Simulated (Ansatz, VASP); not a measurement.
## NiO2: VASP beside Ansatz

File INCAR:

```
SYSTEM = NiO2
ALGO = Normal
EDIFF = 1E-6
ENCUT = 700
GGA = PS
GGA_COMPAT = .FALSE.
ISIF = 2
ISMEAR = 0
LASPH = .TRUE.
LCHARG = .TRUE.
LELF = .TRUE.
LREAL = .FALSE.
LVHAR = .TRUE.
LWAVE = .FALSE.
NBANDS = 22
NELM = 120
PREC = Accurate
SIGMA = 0.05
```

Contents of KPOINTS:

```
k-points
0
G
  12 12 6
  0 0 0
```

Contents of POSCAR:

```
NiO2
1.0
    2.8028105550      0.0000000000      0.0000000000
   -1.4014052775      2.4273051426      0.0000000000
    0.0000000000      0.0000000000      4.9060395955
Ni O
1 2
Direct
    0.0000000000      0.0000000000      0.5000000000
    0.6666666667      0.3333333333      0.6625222406
    0.3333333333      0.6666666667      0.3374777594
```

Input for Ansatz:

```yaml
crystal:
  lattice:
    - [2.802810555, 0.0, 0.0]
    - [-1.4014052775, 2.4273051426, 0.0]
    - [0.0, 0.0, 4.9060395955]
  atoms:
    - { symbol: Ni, position: [0.0, 0.0, 0.5] }
    - { symbol: O, position: [0.6666666667, 0.3333333333, 0.6625222406] }
    - { symbol: O, position: [0.3333333333, 0.6666666667, 0.3374777594] }
basis:
  ecutwfc: 520.0
kpoints:
  mp_grid: { grid: [12, 12, 6] }
hamiltonian:
  xc: pbesol
scf:
  occupations: { method: gaussian, width: 0.05 }
output:
  forces: true
  stress: true
  eigenvalues: true
```

Alike in both runs: task single point; functional PBEsol; k mesh 12 × 12 × 6; occupations gaussian, width 0.05 eV; no spin polarisation.

|  | VASP | Ansatz |
| --- | --- | --- |
| version | VASP 6.6.1 | Ansatz 0.2.0 |
| potentials or method | VASP PAW PBE potentials, release 64 (Ni_sv_GW, O), cutoff 700 eV | scalar-relativistic, plane waves, PAW |
| valence electrons in the cell | 30 | 30 |

VASP gave:

* gap on the k mesh at the Fermi level (eV): 0.97
* least direct gap on the mesh (eV): 1.47
* pressure (GPa): 17.5
* traceless stress, the component that is largest in VASP (GPa): 1.85
* rms of the force components (eV/Å): 1.271

Question: Estimate Ansatz's values.

Answer: gap on the k mesh at the Fermi level (eV): 0.98; least direct gap on the mesh (eV): 1.47; pressure (GPa): 17.8; traceless stress, the component that is largest in VASP (GPa): 2.54; rms of the force components (eV/Å): 1.253.

VASP's potentials were made for PBE, not for PBEsol. Atom by atom the forces differ by 0.018 eV/Å (rms over components).
